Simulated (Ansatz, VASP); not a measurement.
## ZnCu: VASP beside Ansatz

File INCAR:

```
PREC     = Accurate       # precision mode
ENCUT    = 520            # plane-wave cutoff, eV
EDIFF    = 1E-7           # SCF threshold, eV
ISMEAR   = 0              # smearing method
SIGMA    = 0.1            # smearing width, eV
LREAL    = F              # projectors in reciprocal space
LASPH    = T              # aspherical terms in the spheres
NELM     = 100            # most SCF steps
ALGO     = Normal         # electronic algorithm
ISIF     = 2              # what is computed and relaxed
LWAVE    = F              # write WAVECAR
LCHARG   = T              # write CHGCAR
GGA      = PE             # functional
LELF     = T              # ELF
LVHAR    = T            
NBANDS   = 18             # bands
```

KPOINTS

```
regular mesh
0
Gamma
  14 14 14
```

File POSCAR:

```
ZnCu
1.0
    2.9450000000      0.0000000000      0.0000000000
    0.0000000000      2.9450000000      0.0000000000
    0.0000000000      0.0000000000      2.9450000000
Zn Cu
1 1
Direct
    0.5000000000      0.5000000000      0.5000000000
    0.0000000000      0.0000000000      0.0000000000
```

Input for Ansatz:

```yaml
crystal:
  lattice:
    - [2.945, 0.0, 0.0]
    - [0.0, 2.945, 0.0]
    - [0.0, 0.0, 2.945]
  atoms:
    - { symbol: Zn, position: [0.5, 0.5, 0.5] }
    - { symbol: Cu, position: [0.0, 0.0, 0.0] }
basis:
  ecutwfc: 420
kpoints:
  mp_grid: { grid: [14, 14, 14] }
hamiltonian:
  xc: pbe
scf:
  occupations: { method: gaussian, width: 0.1 }
output:
  forces: true
  stress: true
  eigenvalues: true
  populations: true
```

Alike in both runs: task single point; functional PBE; k mesh 14 × 14 × 14; occupations gaussian, width 0.1 eV; no spin polarisation.

```csv
,VASP,Ansatz
version,VASP 6.6.1,Ansatz 0.2.0
potentials or method,"VASP PAW PBE potentials, release 64 (Zn, Cu), cutoff 520 eV","scalar-relativistic, plane waves, PAW"
valence electrons in the cell,23,31
```

Ansatz gave:

```
gap on the k mesh at the Fermi level (eV) : none
pressure (GPa)                            : 2.3
```

Task: Which values does VASP return?

Result: gap on the k mesh at the Fermi level (eV): none; pressure (GPa): 2.8.

A gap of «none» marks a metal or a gap that the smearing closes. VASP's potentials hold 23 valence electrons a cell and Ansatz's 31, so a difference there can come from the potentials and not from the codes.
